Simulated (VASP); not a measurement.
# MgCd3O4 (Pmmm) in VASP: single point with PBE

Aim: the single point of MgCd3O4 with PBE.

All numbers are computed with VASP 6.6.1; they aren't measurements. Logs are shortened: lines on timing, memory, paths and dates and some standing lists are left out, and cuts for length are marked.

## Step 1: The cell of the first run

Symmetry: Pmmm, No. 47, orthorhombic system. The conventional cell has a = 3.277 Å, b = 4.666 Å, c = 6.645 Å, α = 90.00°, β = 90.00°, γ = 90.00°. Mg (site symmetry mmm) has 6 O at 2.21 to 2.33 Å within 2.9 Å. Within 3.0 Å of Cd (site symmetry mm2) lie 6 O at 2.31 to 2.36 Å. Within 3.1 Å of Cd (site symmetry mmm) lie 6 O at 2.33 to 2.46 Å. O (site symmetry mmm) has 4 Cd at 2.31 Å and 2 Mg at 2.33 Å within 3.0 Å. O (site symmetry mm2) has 2 Mg at 2.21 Å and 4 Cd at 2.34 to 2.46 Å and 1 O at 2.97 Å within 3.0 Å. Within 3.1 Å of O (site symmetry mmm) lie 6 Cd at 2.33 to 2.36 Å.

## Step 2: Single point, PBE, collinear spin, ferromagnetic start

Input file INCAR:

```
PREC = Accurate ; ENCUT = 520
EDIFF = 1E-6 ; ISMEAR = 0
SIGMA = 0.1 ; LREAL = F
LASPH = T ; NELM = 150
ALGO = Normal ; ISIF = 2
LWAVE = F ; LCHARG = F
ISPIN = 2 ; MAGMOM = 0 0 0 0 1 1 1 1
LORBIT = 11 ; GGA = PE
NBANDS = 45
```

Input file KPOINTS:

```
regular mesh
0
Gamma
  6 4 4
```

Input file POSCAR:

```
MgCd3O4
1.0
    3.2769468259      0.0000000000      0.0000000000
    0.0000000000      4.6656188144      0.0000000000
    0.0000000000      0.0000000000      6.6451758709
Mg Cd O
1 3 4
Direct
    0.0000000000      0.0000000000      0.0000000000
    0.5000000000      0.5000000000      0.2444323647
    0.0000000000      0.0000000000      0.5000000000
    0.5000000000      0.5000000000      0.7555676353
    0.0000000000      0.5000000000      0.0000000000
    0.5000000000      0.0000000000      0.2235701508
    0.0000000000      0.5000000000      0.5000000000
    0.5000000000      0.0000000000      0.7764298492
```

Potentials or basis: VASP PAW PBE potentials, release 64 (Mg, Cd, O).

Run with:

```sh
cat potpaw_PBE.64/Mg/POTCAR potpaw_PBE.64/Cd/POTCAR potpaw_PBE.64/O/POTCAR > POTCAR
mpirun -np 1 vasp_std > vasp.out
```

OUTCAR:

```text
PREC = Accurate
   ENCUT = 520
   EDIFF = 1E-6
   ISMEAR = 0
   LREAL = F
   LASPH = T
   NELM = 150
   ISIF = 2
   ISPIN = 2
   LORBIT = 11
   GGA = PE

 ion  position               nearest neighbor table
   1  0.000  0.000  0.000-   6 2.21   8 2.21   6 2.21   8 2.21   5 2.33   5 2.33   4 3.28   4 3.28
                             2 3.28   4 3.28   2 3.28   2 3.28   2 3.28   4 3.28   3 3.32   3 3.32
   2  0.500  0.500  0.244-   5 2.31   5 2.31   6 2.34   6 2.34   7 2.36   7 2.36   4 3.25   1 3.28
                             1 3.28   1 3.28   1 3.28   3 3.32   3 3.32   3 3.32   3 3.32   4 3.40
   3  0.000  0.000  0.500-   7 2.33   7 2.33   8 2.46   6 2.46   6 2.46   8 2.46   4 3.32   4 3.32
                             2 3.32   4 3.32   2 3.32   2 3.32   2 3.32   4 3.32   1 3.32   1 3.32
   4  0.500  0.500  0.756-   5 2.31   5 2.31   8 2.34   8 2.34   7 2.36   7 2.36   2 3.25   1 3.28
                             1 3.28   1 3.28   1 3.28   3 3.32   3 3.32   3 3.32   3 3.32   2 3.40
   5  0.000  0.500  0.000-   2 2.31   4 2.31   2 2.31   4 2.31   1 2.33   1 2.33
   6  0.500  0.000  0.224-   1 2.21   1 2.21   2 2.34   2 2.34   3 2.46   3 2.46
   7  0.000  0.500  0.500-   3 2.33   3 2.33   4 2.36   2 2.36   2 2.36   4 2.36
   8  0.500  0.000  0.776-   1 2.21   1 2.21   4 2.34   4 2.34   3 2.46   3 2.46

  LATTYP: Found a simple orthorhombic cell.
 ALAT       =     3.2769468259
 B/A-ratio  =     1.4237700708
 C/A-ratio  =     2.0278558744

  Lattice vectors:

 A1 = (   3.2769468259,   0.0000000000,   0.0000000000)
 A2 = (   0.0000000000,   4.6656188144,   0.0000000000)
 A3 = (   0.0000000000,   0.0000000000,   6.6451758709)

Analysis of symmetry for initial positions (statically):
=====================================================================
 Subroutine PRICEL returns:
 Original cell was already a primitive cell.

 Routine SETGRP: Setting up the symmetry group for a
 simple orthorhombic supercell.

 Subroutine GETGRP returns: Found  8 space group operations
 (whereof  8 operations were pure point group operations)
 out of a pool of  8 trial point group operations.

The static configuration has the point symmetry D_2h.

Analysis of symmetry for dynamics (positions and initial velocities):
=====================================================================
 Subroutine PRICEL returns:
 Original cell was already a primitive cell.

 Routine SETGRP: Setting up the symmetry group for a
 simple orthorhombic supercell.

 Subroutine GETGRP returns: Found  8 space group operations
 (whereof  8 operations were pure point group operations)
 out of a pool of  8 trial point group operations.

The dynamic configuration has the point symmetry D_2h.

Analysis of structural, dynamic, and magnetic symmetry:
=====================================================================
 Subroutine PRICEL returns:
 Original cell was already a primitive cell.

 Routine SETGRP: Setting up the symmetry group for a
 simple orthorhombic supercell.

 Subroutine GETGRP returns: Found  8 space group operations
 (whereof  8 operations were pure point group operations)
 out of a pool of  8 trial point group operations.

The overall configuration has the point symmetry D_2h.

 Subroutine INISYM returns: Found  8 space group operations
 (whereof  8 operations are pure point group operations),
 and found     1 'primitive' translations

----------------------------------------------------------------------------------------

                                     Primitive cell

  volume of cell :     101.5980

  direct lattice vectors                    reciprocal lattice vectors
     3.276946826  0.000000000  0.000000000     0.305162108  0.000000000  0.000000000
     0.000000000  4.665618814  0.000000000     0.000000000  0.214333841  0.000000000
     0.000000000  0.000000000  6.645175871     0.000000000  0.000000000  0.150485107

  length of vectors
     3.276946826  4.665618814  6.645175871     0.305162108  0.214333841  0.150485107

  position of ions in fractional coordinates (direct lattice)
     0.000000000  0.000000000  0.000000000
     0.500000000  0.500000000  0.244432365
     0.000000000  0.000000000  0.500000000
     0.500000000  0.500000000  0.755567635
     0.000000000  0.500000000  0.000000000
     0.500000000  0.000000000  0.223570151
     0.000000000  0.500000000  0.500000000
     0.500000000  0.000000000  0.776429849

[... 72 lines left out ...]
 SYSTEM =  unknown system
   PREC   = accura    normal or accurate (medium, high low for compatibility)
   ISTART =      0    job   : 0-new  1-cont  2-samecut
   ICHARG =      2    charge: 1-file 2-atom 10-const
   ISPIN  =      2    spin polarized calculation?
   LNONCOLLINEAR =      F non collinear calculations
   LSORBIT =      F    spin-orbit coupling
   LASPH  =      T    aspherical Exc in radial PAW
   ENCUT  =  520.0 eV  38.22 Ry    6.18 a.u.   6.09  8.67 12.36*2*pi/ulx,y,z
   NELM   =    150;   NELMIN=  2; NELMDL= -5     # of ELM steps
   EDIFF  = 0.1E-05   stopping-criterion for ELM
   LREAL  =      F    real-space projection
   EDIFFG = 0.1E-04   stopping-criterion for IOM
   NSW    =      0    number of steps for IOM
   IBRION =     -1    ionic relax: 0-MD 1-quasi-New 2-CG
   NFREE  =      0    steps in history (QN), initial steepest desc. (CG)
   ISIF   =      2    stress and relaxation
   ISYM   =      2    0-nonsym 1-usesym 2-fastsym
   POTIM  = 0.5000    time-step for ionic-motion
   TEBEG  =    0.0;   TEEND  =   0.0 temperature during run
   PSTRESS=    0.0 pullay stress
   NELECT =      62.0000    total number of electrons
   NUPDOWN=      -1.0000    fix difference up-down
   EMIN   =  10.00;   EMAX   =-10.00  energy-range for DOS
   EFERMI =   0.00;   METHOD = LEGACY
   ISMEAR =     0;   SIGMA  =   0.10  broadening in eV -4-tet -1-fermi 0-gaus
   EFERMI_NEDOS =   21; number of points for ismear=-14 and -15
   IALGO  =     38    algorithm
   IMIX   =      4    mixing-type and parameters
     AMIX     =   0.40;   BMIX     =  1.00
     AMIX_MAG =   1.60;   BMIX_MAG =  1.00
  volume/ion in A,a.u.               =      12.70        85.70
  Fermi-wavevector in a.u.,A,eV,Ry     =   1.388600  2.624073 26.234872  1.928209
  Thomas-Fermi vector in A             =   2.512710
   LORBIT       =     11    0 simple, 1 ext, 2 COOP (PROOUT), +10 PAW based schemes
   GGA     = PE    functional components
   LHFCALC =     F    Hartree Fock is set to
   AEXX    =    0.0000 exact exchange contribution
   IVDW    =     0    specifies the selected vdW correction
   LEPSILON=     F    determine dielectric tensor
   LRPA    =     F    only Hartree local field effects (RPA)
 spin polarized calculation
 Gauss-broadening in eV      SIGMA  =   0.10
  energy-cutoff  :      520.00
  volume of cell :      101.60
 maximum number of plane-waves:      2776
   NGX = 13   NGY = 17   NGZ = 25

 number of electron      61.9999985 magnetization       0.0020368

 number of electron      61.9999985 magnetization      -0.0001013

 Free energy of the ion-electron system (eV)
  ---------------------------------------------------
  ext. energy  EPLUGINS =         0.00000000
  ---------------------------------------------------
  free energy    TOTEN  =       -34.58733368 eV

  energy without entropy =      -34.58474404  energy(sigma->0) =      -34.58603886

 E-fermi :   2.3207     XC(G=0): -11.3002

 val. band max:        2.2860397549   @ k =   0.0000   0.5000   0.0000
 cond. band min:       3.1014387648   @ k =   0.0000   0.0000   0.2500
 fundamental gap:      0.8153990100
 Fermi energy:         2.3207432154

 spin component 1

 k-point     1 :       0.0000    0.0000    0.0000
  band No.  band energies     occupation
      1     -15.1889      1.00000
      2     -14.6523      1.00000
      3     -14.3845      1.00000
      4     -14.2662      1.00000
      5      -5.2345      1.00000
      6      -5.1796      1.00000
[... 1093 lines left out ...]
     42      13.4740      0.00000
     43      13.7377      0.00000

 [... further k-points ...]

 spin component 2

 k-point     1 :       0.0000    0.0000    0.0000
  band No.  band energies     occupation
      1     -15.1889      1.00000
      2     -14.6522      1.00000
      3     -14.3845      1.00000
      4     -14.2662      1.00000
      5      -5.2345      1.00000
      6      -5.1796      1.00000
[... 1093 lines left out ...]
     42      13.4740      0.00000
     43      13.7377      0.00000

 [... further k-points ...]

 [bands above 43 left out]

------------------------ aborting loop because EDIFF is reached ----------------------------------------

  FORCE on cell =-STRESS in cart. coord.  units (eV):
  Direction    XX          YY          ZZ          XY          YZ          ZX
  --------------------------------------------------------------------------------------
  -------------------------------------------------------------------------------------
  Total        0.5453536      0.6575464      0.5930358      0.0000000      0.0000000      0.0000000
  in kB        8.6001033     10.3693583      9.3520402      0.0000000      0.0000000      0.0000000
  external PRESSURE =       9.4405006 kB  Pullay stress =       0.0000000 kB

 VOLUME and BASIS-vectors are now :
 -----------------------------------------------------------------------------
  energy-cutoff  :      520.00
  volume of cell :      101.60
      direct lattice vectors                 reciprocal lattice vectors
     3.276946826  0.000000000  0.000000000     0.305162108  0.000000000  0.000000000
     0.000000000  4.665618814  0.000000000     0.000000000  0.214333841  0.000000000
     0.000000000  0.000000000  6.645175871     0.000000000  0.000000000  0.150485107

 POSITION                                       TOTAL-FORCE (eV/Angst)
 -----------------------------------------------------------------------------------
      0.00000      0.00000      0.00000         0.000000     -0.000000      0.000000
      1.63847      2.33281      1.62430         0.000000     -0.000000      0.013333
      0.00000      0.00000      3.32259         0.000000     -0.000000      0.000000
      1.63847      2.33281      5.02088         0.000000     -0.000000     -0.013333
      0.00000      2.33281      0.00000         0.000000     -0.000000      0.000000
      1.63847      0.00000      1.48566        -0.000000      0.000000     -0.061311
      0.00000      2.33281      3.32259         0.000000     -0.000000      0.000000
      1.63847      0.00000      5.15951         0.000000     -0.000000      0.061311
 -----------------------------------------------------------------------------------
    total drift:                                0.000000     -0.000000     -0.000000

  FREE ENERGIE OF THE ION-ELECTRON SYSTEM (eV)
  ---------------------------------------------------
  free  energy   TOTEN  =       -34.5873336799 eV

  energy  without entropy=      -34.5847440448  energy(sigma->0) =      -34.58603886

 total charge

# of ion       s       p       d       tot
------------------------------------------
    1        0.127   0.122   0.047   0.295
    2        0.340   0.270   9.656  10.265
    3        0.331   0.233   9.639  10.203
    4        0.340   0.270   9.656  10.265
    5        1.564   3.395   0.000   4.959
    6        1.564   3.384   0.000   4.948
    7        1.575   3.356   0.000   4.931
    8        1.564   3.384   0.000   4.948
--------------------------------------------------
tot          7.403  14.415  28.996  50.815

 magnetization (x)

# of ion       s       p       d       tot
------------------------------------------
    1       -0.000  -0.000   0.000  -0.000
    2       -0.000  -0.000   0.000  -0.000
    3       -0.000  -0.000  -0.000  -0.000
    4       -0.000  -0.000   0.000  -0.000
    5        0.000   0.000   0.000   0.000
    6        0.000   0.000   0.000   0.000
    7        0.000   0.000   0.000   0.000
    8        0.000   0.000   0.000   0.000
--------------------------------------------------
tot          0.000   0.000   0.000   0.000
```

Wall time 7.1 min (1 thread of Intel Xeon 8259CL, shared host); peak memory 0.39 GiB.

Results:

```yaml
Free_energy: -34.5873 eV
Pressure: 0.9 GPa
Largest_force: 0.061 eV/Å
Band_gap_on_the_k_mesh: zero (filled and empty bands overlap)
Net_moment: 0.00 μB per cell
Valence_electrons_inside_the_program's_atomic_spheres: Mg 0.29; Cd 10.27, 10.20 (each value once); O 4.96, 4.95, 4.93 (each value once)
```

Forces in eV/Å, atoms in the order of the input:
```
Mg   0.000  0.000  0.000
Cd   0.000  0.000  0.013
Cd   0.000  0.000  0.000
Cd   0.000  0.000 -0.013
O    0.000  0.000  0.000
O    0.000  0.000 -0.061
O    0.000  0.000  0.000
O    0.000  0.000  0.061
```

Stress tensor (GPa, compression positive):
```
0.86 0.00 0.00
0.00 1.04 0.00
0.00 0.00 0.94
```

Caveat: semilocal functionals underestimate gaps, and a narrow one can read as zero.

The gap in the log of VASP goes by the Fermi energy; the results here count the filled bands.